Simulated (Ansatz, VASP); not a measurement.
MgSi in VASP and in Ansatz

```xyz
2
Lattice="2.9084 0.0000 0.0000 0.0000 2.9084 0.0000 0.0000 0.0000 4.1034" Properties=species:S:1:pos:R:3 pbc="T T T"
Mg    0.0000    0.0000    0.1500
Si    1.4542    1.4542    2.0517
```

Change from the starting cell: all Mg atoms moved -0.150 Å, as atom 1 towards its neighbour atom 1 (Mg) at 4.103 Å.

Alike in both runs: task single point; functional LDA; k mesh 16 × 16 × 12; occupations gaussian, width 0.15 eV; no spin polarisation.

|  | VASP | Ansatz |
| --- | --- | --- |
| version | VASP 6.6.1 | Ansatz 0.2.0 |
| potentials or method | VASP PAW LDA potentials, release 64 (Mg, Si), cutoff 520 eV | scalar-relativistic, plane waves, PAW |
| valence electrons in the cell | 6 | 14 |

```csv
,VASP,Ansatz,Ansatz less VASP
gap on the k mesh at the Fermi level (eV),none,none,-
pressure (GPa),-2.9,-2.6,+0.37
"traceless stress, the component that is largest in VASP (GPa)",-1.76,-1.73,+0.025
rms of the force components (eV/Å),0.299,0.298,-0.0010
```

LDA's correlation is that of Perdew and Zunger in VASP and of Perdew and Wang (1992) in Ansatz. Atom by atom the forces differ by 0.001 eV/Å (rms over components). A gap of «none» marks a metal or a gap that the smearing closes. VASP's potentials hold 6 valence electrons a cell and Ansatz's 14, so a difference there can come from the potentials and not from the codes.
